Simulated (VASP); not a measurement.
Li3Ta2O:

```xyz
6
Lattice="3.3721 0.0000 0.0000 -1.6860 2.9203 0.0000 0.0000 0.0000 8.2896" Properties=species:S:1:pos:R:3 pbc="T T T"
Li    0.0000    0.0000    4.1448
Li    0.0000    1.9469    1.2545
Li    1.6860    0.9734    7.0351
Ta    0.0000    1.9469    5.5857
Ta    1.6860    0.9734    2.7038
O     0.0000    0.0000    0.0000
```

The cell was generated, and may not be a known phase.

| Property | Result |
| --- | --- |
| Program | VASP 6.6.1 |
| Task | relaxation of cell and atoms |
| Functional | PBE |
| Potentials or basis | VASP PAW PBE potentials, release 64 (Li_sv, Ta_pv, O) |
| Cutoff | 600 eV |
| k mesh | 6 × 6 × 2 |
| Occupations | gaussian, width 0.1 eV |
| Spin | no spin polarisation |

At the start: pressure 0.7 GPa; volume 13.61 Å³/atom.

Task: How do energy, volume and symmetry change on relaxing?

Result: Over 21 steps the energy falls by 1025.7 meV/atom and the volume is 13.61 Å³/atom (+0.1 %); space group P-3m1 (No. 164, to 0.1 Å) before and after.

The path:
```tsv
step	energy change (eV)	largest force (eV/Å)	pressure (GPa)	volume (Å³)
1	0.0000	4.4578	0.67	81.63
2	-1.8846	2.9194	-2.05	82.28
3	-2.9926	1.5160	-1.93	82.98
4	-3.1092	1.9611	-0.72	83.26
5	-4.1630	1.5157	0.07	82.21
6	-4.7332	1.4466	3.82	80.30
7	-2.4275	3.8933	30.50	74.37
8	-4.7216	1.7852	5.26	79.80
9	-5.5876	1.1321	-4.19	87.88
10	-5.6520	0.9166	-6.12	89.99
11	-5.9152	0.4388	3.25	81.47
12	-5.9631	0.5423	0.25	83.67
13	-6.1208	0.1985	0.14	81.72
14	-6.1231	0.3030	0.16	81.46
15	-6.1430	0.1547	-0.31	81.72
16	-6.1454	0.1467	-0.48	81.83
17	-6.1498	0.1047	0.80	81.02
18	-6.1501	0.1130	0.57	81.18
19	-6.1536	0.0514	-0.04	81.73
20	-6.1536	0.0507	-0.09	81.78
21	-6.1542	0.0078	-0.08	81.67
```

Final structure:
```yaml
crystal:
  lattice:
    - [2.86756, 0.00000, 0.00000]
    - [-1.43378, 2.48338, 0.00000]
    - [0.00000, 0.00000, 11.46900]
  atoms:
    - { symbol: Li, position: [0.00000, 0.00000, 0.50000] }
    - { symbol: Li, position: [0.33333, 0.66667, 0.06686] }
    - { symbol: Li, position: [0.66667, 0.33333, 0.93314] }
    - { symbol: Ta, position: [0.33333, 0.66667, 0.71182] }
    - { symbol: Ta, position: [0.66667, 0.33333, 0.28818] }
    - { symbol: O, position: [0.00000, 0.00000, 0.00000] }
```

Caveat: the k points lie up to 0.42 Å⁻¹ apart in the final cell, too coarse for converged energies and pressures of a metal; the cutoff is under 1.25 times the usual one of these potentials, so pressure, stress and relaxed cells hold a basis-set (Pulay) error; a cell axis changed by over 15 % at a fixed basis, so the end point is rough; an odd number of electrons without spin polarisation forces a metal; a magnetic or distorted state may lie lower.
